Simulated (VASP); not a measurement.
# TePb (Pnma) in VASP: single point with r2SCAN

Aim: the single point of TePb with r2SCAN.

Everything below comes from runs of VASP 6.6.1. Logs are shortened: lines on timing, memory, paths and dates and some standing lists are left out, and cuts for length are marked.

### 1 The cell of the first run

The structure is orthorhombic, space group Pnma (No. 62). The conventional cell has a = 8.495 Å, b = 4.659 Å, c = 7.070 Å, α = 90.00°, β = 90.00°, γ = 90.00°. Within 4.0 Å of Te (site symmetry m) lie 6 Pb at 3.04 to 3.88 Å. Within 4.3 Å of Pb (site symmetry m) lie 6 Te at 3.04 to 3.88 Å and 4 Pb at 4.06 to 4.26 Å.

### 2 Single point, r2SCAN

Contents of POSCAR:

```
TePb
1.0
    8.4949002845      0.0000000000      0.0000000000
    0.0000000000      4.6587909819      0.0000000000
    0.0000000000      0.0000000000      7.0704686734
Te Pb
4 4
Direct
    0.1896135168      0.7500000000      0.1210314052
    0.6896135168      0.7500000000      0.3789685948
    0.3103864832      0.2500000000      0.6210314052
    0.8103864832      0.2500000000      0.8789685948
    0.0411425678      0.7500000000      0.7303182783
    0.5411425678      0.7500000000      0.7696817217
    0.4588574322      0.2500000000      0.2303182783
    0.9588574322      0.2500000000      0.2696817217
```

Contents of INCAR.step1:

```
PREC = Accurate
ENCUT = 520
ISMEAR = 0
SIGMA = 0.02
LREAL = False
LASPH = True
NELM = 100
NBANDS = 50
GGA = PE
ALGO = Normal
EDIFF = 1E-4
LWAVE = True
LCHARG = False
```

Contents of INCAR.step2:

```
PREC = Accurate
ENCUT = 520
EDIFF = 1E-7
ISMEAR = 0
SIGMA = 0.02
LREAL = False
LASPH = True
NELM = 100
ALGO = Normal
ISIF = 2
LWAVE = False
LCHARG = True
METAGGA = R2SCAN
LMIXTAU = True
LELF = True
LVHAR = True
NBANDS = 50
ISTART = 1
```

Contents of KPOINTS:

```
regular mesh
0
Gamma
  4 6 4
```

Potentials or basis: VASP PAW PBE potentials, release 64 (Te, Pb_d).

Run with:

```console
$ cat potpaw_PBE.64/Te/POTCAR potpaw_PBE.64/Pb_d/POTCAR > POTCAR
$ cp INCAR.step1 INCAR
$ mpirun -np 1 vasp_std > vasp.out
$ cp INCAR.step2 INCAR
$ mpirun -np 1 vasp_std > vasp.out
```

OUTCAR:

```text
PREC = Accurate
   ENCUT = 520
   EDIFF = 1E-7
   ISMEAR = 0
   LREAL = False
   LASPH = True
   NELM = 100
   ISIF = 2
   METAGGA = R2SCAN
   ISTART = 1

 ion  position               nearest neighbor table
   1  0.190  0.750  0.121-   5 3.04   8 3.22   8 3.22   7 3.35   7 3.35   6 3.88
   2  0.690  0.750  0.379-   6 3.04   7 3.22   7 3.22   8 3.35   8 3.35   5 3.88
   3  0.310  0.250  0.621-   7 3.04   6 3.22   6 3.22   5 3.35   5 3.35   8 3.88
   4  0.810  0.250  0.879-   8 3.04   5 3.22   5 3.22   6 3.35   6 3.35   7 3.88
   5  0.041  0.750  0.730-   1 3.04   4 3.22   4 3.22   3 3.35   3 3.35   2 3.88   8 4.06   8 4.06

   6  0.541  0.750  0.770-   2 3.04   3 3.22   3 3.22   4 3.35   4 3.35   1 3.88   7 4.06   7 4.06

   7  0.459  0.250  0.230-   3 3.04   2 3.22   2 3.22   1 3.35   1 3.35   4 3.88   6 4.06   6 4.06

   8  0.959  0.250  0.270-   4 3.04   1 3.22   1 3.22   2 3.35   2 3.35   3 3.88   5 4.06   5 4.06

  LATTYP: Found a simple orthorhombic cell.
 ALAT       =     4.6587909819
 B/A-ratio  =     1.5176617068
 C/A-ratio  =     1.8234130523

  Lattice vectors:

 A1 = (   0.0000000000,   4.6587909819,   0.0000000000)
 A2 = (   0.0000000000,   0.0000000000,   7.0704686734)
 A3 = (   8.4949002845,   0.0000000000,   0.0000000000)

Analysis of symmetry for initial positions (statically):
=====================================================================
 Subroutine PRICEL returns:
 Original cell was already a primitive cell.

 Routine SETGRP: Setting up the symmetry group for a
 simple orthorhombic supercell.

 Subroutine GETGRP returns: Found  8 space group operations
 (whereof  2 operations were pure point group operations)
 out of a pool of  8 trial point group operations.

The static configuration has the point symmetry S_2 .
 The point group associated with its full space group is D_2h.

Analysis of symmetry for dynamics (positions and initial velocities):
=====================================================================
 Subroutine PRICEL returns:
 Original cell was already a primitive cell.

 Routine SETGRP: Setting up the symmetry group for a
 simple orthorhombic supercell.

 Subroutine GETGRP returns: Found  8 space group operations
 (whereof  2 operations were pure point group operations)
 out of a pool of  8 trial point group operations.

The dynamic configuration has the point symmetry S_2 .
 The point group associated with its full space group is D_2h.

 Subroutine INISYM returns: Found  8 space group operations
 (whereof  2 operations are pure point group operations),
[... 109 lines left out ...]
   LREAL  =      F    real-space projection
   EDIFFG = 0.1E-05   stopping-criterion for IOM
   NSW    =      0    number of steps for IOM
   IBRION =     -1    ionic relax: 0-MD 1-quasi-New 2-CG
   NFREE  =      0    steps in history (QN), initial steepest desc. (CG)
   ISIF   =      2    stress and relaxation
   ISYM   =      2    0-nonsym 1-usesym 2-fastsym
   POTIM  = 0.5000    time-step for ionic-motion
   TEBEG  =    0.0;   TEEND  =   0.0 temperature during run
   PSTRESS=    0.0 pullay stress
   NELECT =      80.0000    total number of electrons
   NUPDOWN=      -1.0000    fix difference up-down
   EMIN   =  10.00;   EMAX   =-10.00  energy-range for DOS
   EFERMI =   0.00;   METHOD = LEGACY
   ISMEAR =     0;   SIGMA  =   0.02  broadening in eV -4-tet -1-fermi 0-gaus
   EFERMI_NEDOS =   21; number of points for ismear=-14 and -15
   IALGO  =     38    algorithm
   IMIX   =      4    mixing-type and parameters
     AMIX     =   0.40;   BMIX     =  1.00
     AMIX_MAG =   1.60;   BMIX_MAG =  1.00
  volume/ion in A,a.u.               =      34.98       236.04
  Fermi-wavevector in a.u.,A,eV,Ry     =   1.078479  2.038029 15.825159  1.163116
  Thomas-Fermi vector in A             =   2.214418
   LORBIT       =      0    0 simple, 1 ext, 2 COOP (PROOUT), +10 PAW based schemes
   METAGGA = R2SCAN    functional components
   LHFCALC =     F    Hartree Fock is set to
   AEXX    =    0.0000 exact exchange contribution
   IVDW    =     0    specifies the selected vdW correction
   LEPSILON=     F    determine dielectric tensor
   LRPA    =     F    only Hartree local field effects (RPA)
 non-spin polarized calculation
 Gauss-broadening in eV      SIGMA  =   0.02
  energy-cutoff  :      520.00
  volume of cell :      279.82
 maximum number of plane-waves:      7568
 NGX is ok and might be reduce to    64
   NGX = 31   NGY = 17   NGZ = 27

 number of electron      79.9999986 magnetization

 Free energy of the ion-electron system (eV)
  ---------------------------------------------------
  ext. energy  EPLUGINS =         0.00000000
  ---------------------------------------------------
  free energy    TOTEN  =      -330.38621895 eV

  energy without entropy =     -330.38621895  energy(sigma->0) =     -330.38621895

 E-fermi :   5.0363     XC(G=0):  -9.6304

 val. band max:        4.9055391777   @ k =   0.2500   0.0000   0.0000
 cond. band min:       6.0161447798   @ k =   0.0000   0.5000   0.5000
 fundamental gap:      1.1106056020
 Fermi energy:         5.0363150057

 k-point     1 :       0.0000    0.0000    0.0000
  band No.  band energies     occupation
      1     -12.3404      2.00000
      2     -12.3129      2.00000
      3     -12.3122      2.00000
      4     -12.3090      2.00000
      5     -12.3082      2.00000
      6     -12.2972      2.00000
[... 1261 lines left out ...]
     49       9.7721      0.00000
     50       9.7721      0.00000

 [... further k-points ...]
[... 5 lines left out ...]
  --------------------------------------------------------------------------------------
  -------------------------------------------------------------------------------------
  Total        0.0083658     -0.0068485      0.0013298      0.0000000     -0.0000000      0.0000000
  in kB        0.0479003     -0.0392128      0.0076138      0.0000000     -0.0000000      0.0000000
  external PRESSURE =       0.0054338 kB  Pullay stress =       0.0000000 kB

 VOLUME and BASIS-vectors are now :
 -----------------------------------------------------------------------------
  energy-cutoff  :      520.00
  volume of cell :      279.82
      direct lattice vectors                 reciprocal lattice vectors
     8.494900284  0.000000000  0.000000000     0.117717685  0.000000000  0.000000000
     0.000000000  4.658790982  0.000000000     0.000000000  0.214647964  0.000000000
     0.000000000  0.000000000  7.070468673     0.000000000  0.000000000  0.141433340

 POSITION                                       TOTAL-FORCE (eV/Angst)
 -----------------------------------------------------------------------------------
      1.61075      3.49409      0.85575         0.004007     -0.000000      0.005773
      5.85820      3.49409      2.67949         0.004007     -0.000000     -0.005773
      2.63670      1.16470      4.39098        -0.004007     -0.000000      0.005773
      6.88415      1.16470      6.21472        -0.004007     -0.000000     -0.005773
      0.34950      3.49409      5.16369        -0.002333     -0.000000     -0.008686
      4.59695      3.49409      5.44201        -0.002333      0.000000      0.008686
      3.89795      1.16470      1.62846         0.002333     -0.000000     -0.008686
      8.14540      1.16470      1.90678         0.002333     -0.000000      0.008686
 -----------------------------------------------------------------------------------
    total drift:                               -0.000000      0.000000      0.000000

  FREE ENERGIE OF THE ION-ELECTRON SYSTEM (eV)
  ---------------------------------------------------
  free  energy   TOTEN  =      -330.3862189472 eV

  energy  without entropy=     -330.3862189472  energy(sigma->0) =     -330.38621895
```

OUTCAR.step1:

```text
PREC = Accurate
   ENCUT = 520
   ISMEAR = 0
   LREAL = False
   LASPH = True
[... 1523 lines left out ...]
      0.34950      3.49409      5.16369        -0.016952     -0.000000     -0.112772
      4.59695      3.49409      5.44201        -0.016952     -0.000000      0.112772
      3.89795      1.16470      1.62846         0.016952      0.000000     -0.112772
      8.14540      1.16470      1.90678         0.016952      0.000000      0.112772
 -----------------------------------------------------------------------------------
    total drift:                               -0.000000      0.000000      0.000000

  FREE ENERGIE OF THE ION-ELECTRON SYSTEM (eV)
  ---------------------------------------------------
  free  energy   TOTEN  =       -29.6159705988 eV

  energy  without entropy=      -29.6159705988  energy(sigma->0) =      -29.61597060
```

It took 58 min on 1 thread of Oxide Virtual Turin-like, shared host; peak memory 0.59 GiB.

Results:

| Item | Value |
| --- | --- |
| Free energy | -330.3862 eV |
| Pressure | 0.0 GPa |
| Largest force | 0.009 eV/Å |
| Band gap on the k mesh | 1.11 eV (least direct gap 1.25 eV) |

Forces on the atoms (eV/Å):
```
Te   0.004  0.000  0.006
Te   0.004  0.000 -0.006
Te  -0.004  0.000  0.006
Te  -0.004  0.000 -0.006
Pb  -0.002  0.000 -0.009
Pb  -0.002  0.000  0.009
Pb   0.002  0.000 -0.009
Pb   0.002  0.000  0.009
```

Caveat: the PAW data sets were made with another functional, which shifts forces and pressure a little; spin-orbit coupling is left out, which moves the levels of the heavy elements. A k mesh can miss the band edges.
